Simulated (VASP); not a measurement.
# Cr (P-1) in VASP: notebook

Runs on Cr. Level: PBE. Tasks: single point.

Everything below comes from runs of VASP 6.6.1. Logs are shortened: lines on timing, memory, paths and dates and some standing lists are left out, and cuts for length are marked.

## (1) The cell of the first run

The typed cell holds 1 atom: a = 2.562 Å, b = 2.541 Å, c = 2.350 Å, α = 105.10°, β = 107.45°, γ = 114.24°.

## (2) Single point, PBE, collinear spin, ferromagnetic start

File INCAR:

```
  PREC = Accurate
  ENCUT = 520
  EDIFF = 1E-6
  ISMEAR = -1
  SIGMA = 0.05
  LREAL = F
  LASPH = T
  NELM = 150
  ALGO = Normal
  ISIF = 2
  LWAVE = F
  LCHARG = F
  ISPIN = 2
  MAGMOM = 3
  LORBIT = 11
  LMAXMIX = 4
  GGA = PE
  NBANDS = 16
```

File KPOINTS:

```
regular mesh
0
Gamma
  13 13 13
```

File POSCAR:

```
Cr
1.0
   -1.4943366600      1.5452007300      1.3932153400
    1.5696721600     -1.4509560800      1.3743061900
    1.4063430800      1.3629625000     -1.2989706900
Cr
1
Direct
    0.0000000000      0.0000000000      0.0000000000
```

Potentials or basis: VASP PAW PBE potentials, release 64 (Cr_pv).

Command:

```console
cat potpaw_PBE.64/Cr_pv/POTCAR > POTCAR
mpirun -np 1 vasp_std > vasp.out
```

OUTCAR:

```text
PREC = Accurate
   ENCUT = 520
   EDIFF = 1E-6
   ISMEAR = -1
   LREAL = F
   LASPH = T
   NELM = 150
   ISIF = 2
   ISPIN = 2
   LORBIT = 11
   GGA = PE

 ion  position               nearest neighbor table
   1  0.000  0.000  0.000-

  LATTYP: Found a triclinic cell.
 ALAT       =     2.3500622308
 B/A-ratio  =     1.6857825924
 C/A-ratio  =     1.0828196781
 COS(alpha) =     0.0078069446
 COS(beta)  =     0.3615709875
 COS(gamma) =     0.7870954603

  Lattice vectors:

 A1 = (  -1.4063430800,  -1.3629625000,   1.2989706900)
 A2 = (  -2.9006797400,   0.1822382300,   2.6921860300)
 A3 = (  -1.4816785800,  -1.4572071500,  -1.4685508400)

Analysis of symmetry for initial positions (statically):
=====================================================================
 Subroutine PRICEL returns:
 Original cell was already a primitive cell.

 Routine SETGRP: Setting up the symmetry group for a
 triclinic supercell.

 Subroutine GETGRP returns: Found  2 space group operations
 (whereof  2 operations were pure point group operations)
 out of a pool of  2 trial point group operations.

The static configuration has the point symmetry S_2 .

Analysis of symmetry for dynamics (positions and initial velocities):
=====================================================================
 Subroutine PRICEL returns:
 Original cell was already a primitive cell.

 Routine SETGRP: Setting up the symmetry group for a
 triclinic supercell.

 Subroutine GETGRP returns: Found  2 space group operations
 (whereof  2 operations were pure point group operations)
 out of a pool of  2 trial point group operations.

The dynamic configuration has the point symmetry S_2 .

Analysis of structural, dynamic, and magnetic symmetry:
=====================================================================
 Subroutine PRICEL returns:
 Original cell was already a primitive cell.

 Routine SETGRP: Setting up the symmetry group for a
 triclinic supercell.

 Subroutine GETGRP returns: Found  2 space group operations
 (whereof  2 operations were pure point group operations)
 out of a pool of  2 trial point group operations.

The overall configuration has the point symmetry S_2 .

 Subroutine INISYM returns: Found  2 space group operations
 (whereof  2 operations are pure point group operations),
 and found     1 'primitive' translations

----------------------------------------------------------------------------------------

                                     Primitive cell

  volume of cell :      11.9433

  direct lattice vectors                    reciprocal lattice vectors
    -1.494336660  1.545200730  1.393215340     0.000973068  0.332547216  0.349983148
     1.569672160 -1.450956080  1.374306190     0.327051789 -0.001527154  0.352483370
     1.406343080  1.362962500 -1.298970690     0.347063252  0.355058900 -0.021538617

  length of vectors
     2.561588635  2.541232327  2.350062231     0.482780283  0.480842730  0.496974481

  position of ions in fractional coordinates (direct lattice)
     0.000000000  0.000000000  0.000000000

  ion indices of the primitive-cell ions
   primitive index   ion index
                 1           1

----------------------------------------------------------------------------------------

 KPOINTS: regular mesh

Automatic generation of k-mesh.
 Grid dimensions read from file:
 generate k-points for:   13   13   13

 Generating k-lattice:

  Cartesian coordinates                     Fractional coordinates (reciprocal lattice)
     0.000074851  0.025580555  0.026921781     0.076923077  0.000000000  0.000000000
     0.025157830 -0.000117473  0.027114105     0.000000000  0.076923077  0.000000000
     0.026697173  0.027312223 -0.001656817     0.000000000 -0.000000000  0.076923077

  Length of vectors
     0.037136945  0.036987902  0.038228806

  Shift w.r.t. Gamma in fractional coordinates (k-lattice)
     0.000000000  0.000000000  0.000000000

 Subroutine IBZKPT returns following result:
 ===========================================

 Found   1099 irreducible k-points:

 Following reciprocal coordinates:
            Coordinates               Weight
  0.000000  0.000000  0.000000      1.000000
  0.076923 -0.000000 -0.000000      2.000000
  0.153846 -0.000000  0.000000      2.000000
  0.230769 -0.000000 -0.000000      2.000000
  0.307692 -0.000000  0.000000      2.000000
  0.384615 -0.000000 -0.000000      2.000000
[... 16 lines left out ...]
  0.153846  0.153846 -0.000000      2.000000
  0.230769  0.153846 -0.000000      2.000000
 [... further k-points ...]
   k-points           NKPTS =   1099   k-points in BZ     NKDIM =   1099   number of bands    NBANDS=     16
   number of dos      NEDOS =    301   number of ions     NIONS =      1
   total plane-waves  NPLWV =   7200
   dimension x,y,z NGX =    20 NGY =   20 NGZ =   18
   dimension x,y,z NGXF=    40 NGYF=   40 NGZF=   36
   ions per type =               1
   NGX,Y,Z   is equivalent  to a cutoff of  12.98, 13.08, 12.73 a.u.
   NGXF,Y,Z  is equivalent  to a cutoff of  25.96, 26.17, 25.47 a.u.
 SYSTEM =  unknown system
   PREC   = accura    normal or accurate (medium, high low for compatibility)
   ISTART =      0    job   : 0-new  1-cont  2-samecut
   ICHARG =      2    charge: 1-file 2-atom 10-const
   ISPIN  =      2    spin polarized calculation?
   LNONCOLLINEAR =      F non collinear calculations
   LSORBIT =      F    spin-orbit coupling
   LASPH  =      T    aspherical Exc in radial PAW
   ENCUT  =  520.0 eV  38.22 Ry    6.18 a.u.   4.76  4.73  4.37*2*pi/ulx,y,z
   NELM   =    150;   NELMIN=  2; NELMDL= -5     # of ELM steps
   EDIFF  = 0.1E-05   stopping-criterion for ELM
   LREAL  =      F    real-space projection
   EDIFFG = 0.1E-04   stopping-criterion for IOM
   NSW    =      0    number of steps for IOM
   IBRION =     -1    ionic relax: 0-MD 1-quasi-New 2-CG
   NFREE  =      0    steps in history (QN), initial steepest desc. (CG)
   ISIF   =      2    stress and relaxation
   ISYM   =      2    0-nonsym 1-usesym 2-fastsym
   POTIM  = 0.5000    time-step for ionic-motion
   TEBEG  =    0.0;   TEEND  =   0.0 temperature during run
   PSTRESS=    0.0 pullay stress
   NELECT =      12.0000    total number of electrons
   NUPDOWN=      -1.0000    fix difference up-down
   EMIN   =  10.00;   EMAX   =-10.00  energy-range for DOS
   EFERMI =   0.00;   METHOD = LEGACY
   ISMEAR =    -1;   SIGMA  =   0.05  broadening in eV -4-tet -1-fermi 0-gaus
   EFERMI_NEDOS =   21; number of points for ismear=-14 and -15
   IALGO  =     38    algorithm
   IMIX   =      4    mixing-type and parameters
     AMIX     =   0.40;   BMIX     =  1.00
     AMIX_MAG =   1.60;   BMIX_MAG =  1.00
  volume/ion in A,a.u.               =      11.94        80.60
  Fermi-wavevector in a.u.,A,eV,Ry     =   1.639686  3.098557 36.580224  2.688571
  Thomas-Fermi vector in A             =   2.730450
   LORBIT       =     11    0 simple, 1 ext, 2 COOP (PROOUT), +10 PAW based schemes
   GGA     = PE    functional components
   LHFCALC =     F    Hartree Fock is set to
   AEXX    =    0.0000 exact exchange contribution
   IVDW    =     0    specifies the selected vdW correction
   LEPSILON=     F    determine dielectric tensor
   LRPA    =     F    only Hartree local field effects (RPA)
 spin polarized calculation
  energy-cutoff  :      520.00
  volume of cell :       11.94
 maximum number of plane-waves:       331
   NGX =  9   NGY =  9   NGZ =  9

 number of electron      12.0000000 magnetization       0.0005423

 number of electron      12.0000000 magnetization      -0.0000239

 Free energy of the ion-electron system (eV)
  ---------------------------------------------------
  ext. energy  EPLUGINS =         0.00000000
  ---------------------------------------------------
  free energy    TOTEN  =        -9.43982346 eV

  energy without entropy =       -9.43382124  energy(sigma->0) =       -9.43682235

 E-fermi :  10.5431     XC(G=0): -13.4721

 val. band max:       10.5361119105   @ k =  -0.2308   0.1538   0.1538
 cond. band min:      10.5445068885   @ k =  -0.3846  -0.0769   0.4615
 fundamental gap:      0.0083949781
 Fermi energy:        10.5431077814

 spin component 1

 k-point     1 :       0.0000    0.0000    0.0000
  band No.  band energies     occupation
      1     -32.3272      1.00000
      2     -32.2917      1.00000
      3     -32.1066      1.00000
      4       2.7831      1.00000
      5       8.9025      1.00000
      6       9.7584      1.00000
[... 8 lines left out ...]
     15      39.4753      0.00000
     16      43.1287      0.00000

 k-point     2 :       0.0769   -0.0000   -0.0000
  band No.  band energies     occupation
      1     -32.3545      1.00000
      2     -32.3176      1.00000
      3     -32.1111      1.00000
      4       3.0261      1.00000
      5       8.8434      1.00000
      6       9.8021      1.00000
[... 8 lines left out ...]
     15      39.9069      0.00000
     16      41.3613      0.00000
[... 387 lines left out ...]
      5       8.4181      1.00000
      6       8.8671      1.00000
[... 8 lines left out ...]
     15      39.6604      0.00000
     16      40.9478      0.00000

 k-point    24 :       0.2308    0.1538   -0.0000
  band No.  band energies     occupation
      1     -32.8280      1.00000
      2     -32.4938      1.00000
      3     -32.1672      1.00000
      4       6.2349      1.00000
      5       8.2171      1.00000
      6       8.6729      1.00000
[... 8 lines left out ...]
     15      40.3263      0.00000
     16      41.5062      0.00000

 [... further k-points ...]

 spin component 2

 k-point     1 :       0.0000    0.0000    0.0000
  band No.  band energies     occupation
      1     -32.3273      1.00000
      2     -32.2919      1.00000
      3     -32.1067      1.00000
      4       2.7831      1.00000
      5       8.9025      1.00000
      6       9.7584      1.00000
[... 8 lines left out ...]
     15      39.4753      0.00000
     16      43.1288      0.00000

 k-point     2 :       0.0769   -0.0000   -0.0000
  band No.  band energies     occupation
      1     -32.3546      1.00000
      2     -32.3177      1.00000
      3     -32.1112      1.00000
      4       3.0261      1.00000
      5       8.8434      1.00000
      6       9.8021      1.00000
[... 8 lines left out ...]
     15      39.9070      0.00000
     16      41.3614      0.00000
[... 387 lines left out ...]
      5       8.4181      1.00000
      6       8.8670      1.00000
[... 8 lines left out ...]
     15      39.6604      0.00000
     16      40.9479      0.00000

 k-point    24 :       0.2308    0.1538   -0.0000
  band No.  band energies     occupation
      1     -32.8282      1.00000
      2     -32.4940      1.00000
      3     -32.1673      1.00000
      4       6.2349      1.00000
      5       8.2171      1.00000
      6       8.6728      1.00000
[... 8 lines left out ...]
     15      40.3263      0.00000
     16      41.5063      0.00000

 [... further k-points ...]
[... 5 lines left out ...]
  --------------------------------------------------------------------------------------
  -------------------------------------------------------------------------------------
  Total       -1.1856469     -0.7317807      0.4057038      0.5056209     -0.4475758     -0.3762345
  in kB     -159.0531923    -98.1675551     54.4247048     67.8284694    -60.0417900    -50.4714377
  external PRESSURE =     -67.5986809 kB  Pullay stress =       0.0000000 kB

 VOLUME and BASIS-vectors are now :
 -----------------------------------------------------------------------------
  energy-cutoff  :      520.00
  volume of cell :       11.94
      direct lattice vectors                 reciprocal lattice vectors
    -1.494336660  1.545200730  1.393215340     0.000973068  0.332547216  0.349983148
     1.569672160 -1.450956080  1.374306190     0.327051789 -0.001527154  0.352483370
     1.406343080  1.362962500 -1.298970690     0.347063252  0.355058900 -0.021538617

 POSITION                                       TOTAL-FORCE (eV/Angst)
 -----------------------------------------------------------------------------------
      0.00000      0.00000      0.00000        -0.000000      0.000000      0.000000
 -----------------------------------------------------------------------------------
    total drift:                                0.000000     -0.000000      0.000000

  FREE ENERGIE OF THE ION-ELECTRON SYSTEM (eV)
  ---------------------------------------------------
  free  energy   TOTEN  =        -9.4398234627 eV

  energy  without entropy=       -9.4338212369  energy(sigma->0) =       -9.43682235

 total charge

# of ion       s       p       d       tot
------------------------------------------
    1        0.429   6.383   4.191  11.003

 magnetization (x)

# of ion       s       p       d       tot
------------------------------------------
    1       -0.000   0.000  -0.000  -0.000
```

Run time: 8 min. Hardware: 1 thread of Intel Xeon 8259CL, shared host; peak memory 0.39 GiB.

Results:

```
Free energy                                           : -9.4398 eV
Pressure                                              : -6.8 GPa
Band gap on the k mesh                                : zero (filled and empty bands overlap)
Net moment                                            : 0.00 μB per cell
Valence electrons inside the program's atomic spheres : Cr 11.00
```

Levels at points of the mesh, in eV from the Fermi level:
Spin up:
| k point | band 3 | band 4 | band 5 | band 6 | band 7 | band 8 | band 9 | band 10 |
| --- | --- | --- | --- | --- | --- | --- | --- | --- |
| (0.00, 0.00, 0.00) | -42.65 | -7.76 | -1.64 | -0.78 | -0.47 | 0.93 | 1.43 | 7.08 |
Spin down:
| k point | band 3 | band 4 | band 5 | band 6 | band 7 | band 8 | band 9 | band 10 |
| --- | --- | --- | --- | --- | --- | --- | --- | --- |
| (0.00, 0.00, 0.00) | -42.65 | -7.76 | -1.64 | -0.78 | -0.47 | 0.93 | 1.43 | 7.08 |

Caveat: the starting moments collapsed, and a magnetic state may lie lower.

(Part 1 of 3 ends here.)
